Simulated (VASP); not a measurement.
# Ca (Fm-3m) in VASP: a series of runs, part 2 of 2

VASP 6.6.1. Earlier steps stand in the parts before.

## 3. Relaxation of cell and atoms, r2SCAN

This run uses another cell than the first one, of 43.63 Å³/atom, 1.011 times its volume.

Input file POSCAR:

```
Ca
1.0
    0.0000000000      2.7942000000      2.7942000000
    2.7942000000      0.0000000000      2.7942000000
    2.7942000000      2.7942000000      0.0000000000
Ca
1
Direct
    0.0000000000      0.0000000000      0.0000000000
```

Input file INCAR.step1:

```
SYSTEM = Ca
PREC = Accurate
ENCUT = 600
ISMEAR = 0
SIGMA = 0.1
LREAL = .FALSE.
LASPH = .TRUE.
NELM = 100
GGA = PE
ALGO = Normal
EDIFF = 1E-4
LWAVE = .TRUE.
LCHARG = .FALSE.
```

Input file INCAR.step2:

```
SYSTEM = Ca
PREC = Accurate
ENCUT = 600
EDIFF = 1E-6
ISMEAR = 0
SIGMA = 0.1
LREAL = .FALSE.
LASPH = .TRUE.
NELM = 100
ALGO = Normal
ISIF = 3
LWAVE = .FALSE.
LCHARG = .FALSE.
METAGGA = R2SCAN
LMIXTAU = .TRUE.
IBRION = 2
NSW = 90
EDIFFG = -0.02
ISTART = 1
```

Input file KPOINTS:

```
Automatic mesh
0
G
  12 12 12
  0 0 0
```

Potentials or basis: VASP PAW PBE potentials, release 64 (Ca_sv).

Command:

```sh
cat potpaw_PBE.64/Ca_sv/POTCAR > POTCAR
cp INCAR.step1 INCAR
mpirun -np 1 vasp_std > vasp.out
cp INCAR.step2 INCAR
mpirun -np 1 vasp_std > vasp.out
```

OUTCAR:

```text
SYSTEM = Ca
   PREC = Accurate
   ENCUT = 600
   EDIFF = 1E-6
   ISMEAR = 0
   LREAL = .FALSE.
   LASPH = .TRUE.
   NELM = 100
   ISIF = 3
   METAGGA = R2SCAN
   IBRION = 2
   NSW = 90
   EDIFFG = -0.02
   ISTART = 1

 ion  position               nearest neighbor table
   1  0.000  0.000  0.000-

  LATTYP: Found a face centered cubic cell.
 ALAT       =     5.5884000000

  Lattice vectors:

 A1 = (   0.0000000000,   2.7942000000,   2.7942000000)
 A2 = (   2.7942000000,   0.0000000000,   2.7942000000)
 A3 = (   2.7942000000,   2.7942000000,   0.0000000000)

Analysis of symmetry for initial positions (statically):
=====================================================================
 Subroutine PRICEL returns:
 Original cell was already a primitive cell.

 Routine SETGRP: Setting up the symmetry group for a
 face centered cubic supercell.

 Subroutine GETGRP returns: Found 48 space group operations
 (whereof 48 operations were pure point group operations)
 out of a pool of 48 trial point group operations.

The static configuration has the point symmetry O_h .

Analysis of symmetry for dynamics (positions and initial velocities):
=====================================================================
 Subroutine PRICEL returns:
 Original cell was already a primitive cell.

 Routine SETGRP: Setting up the symmetry group for a
 face centered cubic supercell.

 Subroutine GETGRP returns: Found 48 space group operations
 (whereof 48 operations were pure point group operations)
 out of a pool of 48 trial point group operations.

The dynamic configuration has the point symmetry O_h .

 Subroutine INISYM returns: Found 48 space group operations
 (whereof 48 operations are pure point group operations),
 and found     1 'primitive' translations

[... 165 lines left out ...]
 -----------------------------------------------------------------------------------
    total drift:                                0.000000      0.000000      0.000000

  FREE ENERGIE OF THE ION-ELECTRON SYSTEM (eV)
  ---------------------------------------------------
  free  energy   TOTEN  =        -7.0349402605 eV

  energy  without entropy=       -7.0281524475  energy(sigma->0) =       -7.03154635

--------------------------------------- Ionic step        2  -------------------------------------------

 number of electron      10.0000001 magnetization

 Free energy of the ion-electron system (eV)
  ---------------------------------------------------
  ext. energy  EPLUGINS =         0.00000000
  ---------------------------------------------------
  free energy    TOTEN  =        -7.03504445 eV

  energy without entropy =       -7.02823077  energy(sigma->0) =       -7.03163761

 E-fermi :   1.8890     XC(G=0):  -8.1293

 val. band max:        1.8737109622   @ k =  -0.3333   0.3333   0.1667
 cond. band min:       1.9372159261   @ k =  -0.4167   0.2500   0.0833
 fundamental gap:      0.0635049638
 Fermi energy:         1.8890358670

 k-point     1 :       0.0000    0.0000    0.0000
  band No.  band energies     occupation
      1     -41.9558      2.00000
      2     -21.9872      2.00000
      3     -21.9872      2.00000
      4     -21.9872      2.00000
      5      -2.3513      2.00000
      6       4.5560      0.00000
      7       4.5561      0.00000
      8       4.5561      0.00000
      9       5.6522      0.00000
[... 265 lines left out ...]
 k-point    24 :      -0.4167    0.1667    0.0000
  band No.  band energies     occupation
      1     -41.9418      2.00000
      2     -22.1073      2.00000
      3     -22.0291      2.00000
      4     -22.0102      2.00000
      5       1.1948      2.00000
      6       1.8433      1.48226
      7       3.8722      0.00000
      8       4.6965      0.00000
      9       6.1897      0.00000

 [... further k-points ...]

------------------------ aborting loop because EDIFF is reached ----------------------------------------

  FORCE on cell =-STRESS in cart. coord.  units (eV):
  Direction    XX          YY          ZZ          XY          YZ          ZX
  --------------------------------------------------------------------------------------
  -------------------------------------------------------------------------------------
  Total       -0.0046261     -0.0046261     -0.0046261      0.0000000      0.0000000      0.0000000
  in kB       -0.1708129     -0.1708129     -0.1708129      0.0000000      0.0000000      0.0000000
  external PRESSURE =      -0.1708129 kB  Pullay stress =       0.0000000 kB

 VOLUME and BASIS-vectors are now :
 -----------------------------------------------------------------------------
  energy-cutoff  :      600.00
  volume of cell :       43.39
      direct lattice vectors                 reciprocal lattice vectors
    -0.000000000  2.789062568  2.789062568    -0.179271704  0.179271704  0.179271704
     2.789062568  0.000000000  2.789062568     0.179271704 -0.179271704  0.179271704
     2.789062568  2.789062568 -0.000000000     0.179271704  0.179271704 -0.179271704

 POSITION                                       TOTAL-FORCE (eV/Angst)
 -----------------------------------------------------------------------------------
      2.78906      0.00000      2.78906         0.000000      0.000000     -0.000000
 -----------------------------------------------------------------------------------
    total drift:                                0.000000      0.000000      0.000000

  FREE ENERGIE OF THE ION-ELECTRON SYSTEM (eV)
  ---------------------------------------------------
  free  energy   TOTEN  =        -7.0350444538 eV

  energy  without entropy=       -7.0282307666  energy(sigma->0) =       -7.03163761

 reached required accuracy - stopping structural energy minimisation
```

Run time: 1.7 min. Hardware: 1 thread of Intel Xeon Platinum 8488C (Sapphire Rapids), shared host; peak memory 0.21 GiB.

Results:

```yaml
Free_energy: -7.0350 eV
Relaxed_volume: 43.39 Å³/atom
Relaxed_cell: a = 3.944 Å, b = 3.944 Å, c = 3.944 Å, α = 60.00°, β = 60.00°, γ = 60.00°
Space_group_after_relaxing_to_0.05_Å: Fm-3m (No. 225)
Energy_gained_by_relaxing: 0.1 meV/atom
Ionic_steps: 2
Pressure_after_relaxing: 0.0 GPa
Band_gap_on_the_k_mesh: zero (band 5 reaches 2.16 eV, above the bottom of band 6 at 1.59 eV)
```

The path:
| step | energy change (eV) | largest force (eV/Å) | pressure (GPa) | volume (Å³) |
| --- | --- | --- | --- | --- |
| 1 | 0.0000 | 0.0000 | -0.14 | 43.63 |
| 2 | -0.0001 | 0.0000 | -0.02 | 43.39 |

Final structure:
```
Ca
1.0
     0.00000    2.78906    2.78906
     2.78906    0.00000    2.78906
     2.78906    2.78906    0.00000
Ca
1
Cartesian
  2.7891 0.0000 2.7891
```

Caveat: the PAW data sets were made with another functional, which shifts forces and pressure a little.
